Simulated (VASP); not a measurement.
Wanted: the native input for a VASP 6.6.1 run.

```
Task                   : single point
Functional             : PBEsol
Potentials or basis    : VASP PAW PBE potentials, release 64 (Si, Ni)
Cutoff                 : 520 eV
k mesh                 : 14 × 14 × 5
Occupations            : gaussian, width 0.15 eV
Spin                   : no spin polarisation
Dipole correction      : no
Further INCAR settings : ALGO = Fast; EDIFF = 1e-07; NBANDS = 60
```

The structure of SiNi2 lies in POSCAR:

```
SiNi2
1.0
   -3.8684636248      0.0000000000      0.0000000000
   -1.9342318124     -3.3501877727      0.0000000000
    0.0000000000      0.0000000000      9.8339705588
Si Ni
4 8
Direct
    0.3333333333      0.3333333333      0.3750000000
    0.3333333333      0.3333333333      0.8750000000
    0.6666666667      0.6666666667      0.1250000000
    0.6666666667      0.6666666667      0.6250000000
    0.0000000000      0.0000000000      0.5000000000
    0.0000000000      0.0000000000      0.0000000000
    0.0000000000      1.0000000000      0.2500000000
    0.0000000000      1.0000000000      0.7500000000
    0.3333333333      0.3333333333      0.1250000000
    0.3333333333      0.3333333333      0.6250000000
    0.6666666667      0.6666666667      0.3750000000
    0.6666666667      0.6666666667      0.8750000000
```

One way to write it, as run:

INCAR

```
  ALGO = Fast
  EDIFF = 1E-7
  ENCUT = 520
  GGA = PS
  ISIF = 2
  ISMEAR = 0
  LASPH = T
  LCHARG = T
  LELF = T
  LREAL = F
  LVHAR = T
  LWAVE = F
  NBANDS = 60
  NELM = 100
  PREC = Accurate
  SIGMA = 0.15
```

KPOINTS

```
k-points
0
Gamma
  14 14 5
```

Potentials or basis: VASP PAW PBE potentials, release 64 (Si, Ni).

Run with:

```bash
$ cat potpaw_PBE.64/Si/POTCAR potpaw_PBE.64/Ni/POTCAR > POTCAR
$ mpirun -np 1 vasp_std > vasp.out
```

Results of the run:

```yaml
Pressure: 0.2 GPa
Band_gap_on_the_k_mesh: zero (bands 48 and 49 overlap by 3.38 eV)
```

Caveat: the PAW data sets were made with another functional, which shifts forces and pressure a little.

Wall time 17 min on 1 thread of Oxide Virtual Turin-like Processor, with other jobs on the host, peak memory 0.48 GiB.
